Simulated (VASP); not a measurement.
# Sc (P6_3/mmc) in VASP: notebook, part 2 of 2

VASP 6.6.1. Earlier steps stand in the parts before.

**3. Single point, PBE**

This run uses another cell than the first one, of 26.43 Å³/atom.

The input, INCAR:

```
  ALGO = Fast
  EDIFF = 1E-6
  ENCUT = 520
  GGA = PE
  ISIF = 2
  ISMEAR = 0
  LASPH = True
  LCHARG = False
  LREAL = False
  LWAVE = False
  NBANDS = 18
  NELM = 80
  PREC = Accurate
  SIGMA = 0.15
```

The input, KPOINTS:

```
k-points
0
Gamma
  15 15 10
```

The input, POSCAR:

```
Sc
1.0
    3.4855000000      0.0000000000      0.0000000000
   -1.7427500000      3.0185315449      0.0000000000
    0.0000000000      0.0000000000      5.0250000000
Sc
2
Direct
    0.3333333333      0.6666666667      0.2500000000
    0.6666666667      0.3333333333      0.7500000000
```

Potentials or basis: VASP PAW PBE potentials, release 64 (Sc_sv).

On the command line:

```sh
cat potpaw_PBE.64/Sc_sv/POTCAR > POTCAR
mpirun -np 1 vasp_std > vasp.out
```

OUTCAR:

```text
EDIFF = 1E-6
   ENCUT = 520
   GGA = PE
   ISIF = 2
   ISMEAR = 0
   LASPH = True
   LREAL = False
   NELM = 80
   PREC = Accurate

 ion  position               nearest neighbor table
   1  0.333  0.667  0.250-   2 3.22   2 3.22   2 3.22   2 3.22   2 3.22   2 3.22
   2  0.667  0.333  0.750-   1 3.22   1 3.22   1 3.22   1 3.22   1 3.22   1 3.22

  LATTYP: Found a hexagonal cell.
 ALAT       =     3.4855000000
 C/A-ratio  =     1.4416869890

  Lattice vectors:

 A1 = (   3.4855000000,   0.0000000000,   0.0000000000)
 A2 = (  -1.7427500000,   3.0185315449,   0.0000000000)
 A3 = (   0.0000000000,   0.0000000000,   5.0250000000)

Analysis of symmetry for initial positions (statically):
=====================================================================
 Subroutine PRICEL returns:
 Original cell was already a primitive cell.

 Routine SETGRP: Setting up the symmetry group for a
 hexagonal supercell.

 Subroutine GETGRP returns: Found 24 space group operations
 (whereof 12 operations were pure point group operations)
 out of a pool of 24 trial point group operations.

[... 159 lines left out ...]
  ---------------------------------------------------
  ext. energy  EPLUGINS =         0.00000000
  ---------------------------------------------------
  free energy    TOTEN  =       -12.43848186 eV

  energy without entropy =      -12.39205946  energy(sigma->0) =      -12.41527066

 E-fermi :   3.2554     XC(G=0):  -9.5952

 val. band max:        3.2547082248   @ k =   0.4000   0.0000   0.3000
 cond. band min:       3.2580797564   @ k =   0.2667   0.0000   0.3000
 fundamental gap:      0.0033715316
 Fermi energy:         3.2553932651

 k-point     1 :       0.0000    0.0000    0.0000
  band No.  band energies     occupation
      1     -46.3290      2.00000
      2     -46.2597      2.00000
      3     -25.1305      2.00000
      4     -24.8657      2.00000
      5     -24.8657      2.00000
      6     -24.7876      2.00000
[... 481 lines left out ...]
      5     -24.9398      2.00000
      6     -24.9335      2.00000
[... 10 lines left out ...]
     17       6.7563      0.00000
     18       7.2910      0.00000

 [... further k-points ...]
[... 5 lines left out ...]
  --------------------------------------------------------------------------------------
  -------------------------------------------------------------------------------------
  Total       -1.6549093     -1.6549093      0.0608737      0.0000000      0.0000000      0.0000000
  in kB      -50.1519594    -50.1519594      1.8447764      0.0000000      0.0000000      0.0000000
  external PRESSURE =     -32.8197142 kB  Pullay stress =       0.0000000 kB

 VOLUME and BASIS-vectors are now :
 -----------------------------------------------------------------------------
  energy-cutoff  :      520.00
  volume of cell :       52.87
      direct lattice vectors                 reciprocal lattice vectors
     3.485500000  0.000000000  0.000000000     0.286902883  0.165643457  0.000000000
    -1.742750000  3.018531545  0.000000000     0.000000000  0.331286914  0.000000000
     0.000000000  0.000000000  5.025000000     0.000000000  0.000000000  0.199004975

 POSITION                                       TOTAL-FORCE (eV/Angst)
 -----------------------------------------------------------------------------------
     -0.00000      2.01235      1.25625         0.000000      0.000000     -0.000000
      1.74275      1.00618      3.76875        -0.000000     -0.000000      0.000000
 -----------------------------------------------------------------------------------
    total drift:                               -0.000000      0.000000     -0.000000

  FREE ENERGIE OF THE ION-ELECTRON SYSTEM (eV)
  ---------------------------------------------------
  free  energy   TOTEN  =       -12.4384818565 eV

  energy  without entropy=      -12.3920594598  energy(sigma->0) =      -12.41527066
```

OSZICAR:

```text
N       E                     dE             d eps       ncg     rms          rms(c)
DAV:   1     0.363724939588E+03    0.36372E+03   -0.10869E+04  5840   0.127E+03
DAV:   2     0.684675495113E+01   -0.35688E+03   -0.34979E+03  7192   0.538E+02
DAV:   3    -0.135281465730E+02   -0.20375E+02   -0.19441E+02  9596   0.155E+02
DAV:   4    -0.139324075101E+02   -0.40426E+00   -0.40154E+00  8798   0.204E+01
DAV:   5    -0.139376191876E+02   -0.52117E-02   -0.52093E-02 10010   0.241E+00    0.724E+00
RMM:   6    -0.125132390250E+02    0.14244E+01   -0.19956E+00  6052   0.179E+01    0.256E+00
RMM:   7    -0.124613573023E+02    0.51882E-01   -0.38207E+00  7707   0.139E+01    0.155E+00
RMM:   8    -0.124264571016E+02    0.34900E-01   -0.26005E-01  6321   0.603E+00    0.536E-01
RMM:   9    -0.124354282347E+02   -0.89711E-02   -0.14856E-01  8341   0.224E+00    0.126E-01
RMM:  10    -0.124376938615E+02   -0.22656E-02   -0.27787E-02  8769   0.845E-01    0.695E-02
RMM:  11    -0.124382085446E+02   -0.51468E-03   -0.69927E-03  8942   0.475E-01    0.264E-02
RMM:  12    -0.124384134803E+02   -0.20494E-03   -0.20181E-03  9488   0.225E-01    0.106E-02
RMM:  13    -0.124384772584E+02   -0.63778E-04   -0.56713E-04  8483   0.117E-01    0.125E-02
RMM:  14    -0.124384799603E+02   -0.27019E-05   -0.13023E-04  8190   0.639E-02    0.674E-03
RMM:  15    -0.124384814802E+02   -0.15199E-05   -0.39947E-05  7994   0.403E-02    0.291E-03
RMM:  16    -0.124384819650E+02   -0.48472E-06   -0.12025E-05  7253   0.238E-02    0.107E-03
RMM:  17    -0.124384818565E+02    0.10843E-06   -0.33272E-06  6546   0.150E-02
   1 F= -.12438482E+02 E0= -.12415271E+02  d E =-.464224E-01
```

Run time: 3 min. Hardware: 1 thread of Intel Xeon Platinum 8488C (Sapphire Rapids), shared host; peak memory 0.26 GiB.

Results:

* Free energy: -12.4385 eV
* Pressure: -3.3 GPa
* Band gap on the k mesh: zero (bands 11 and 12 overlap by 1.66 eV)

Caveat: the cell stands under tension.
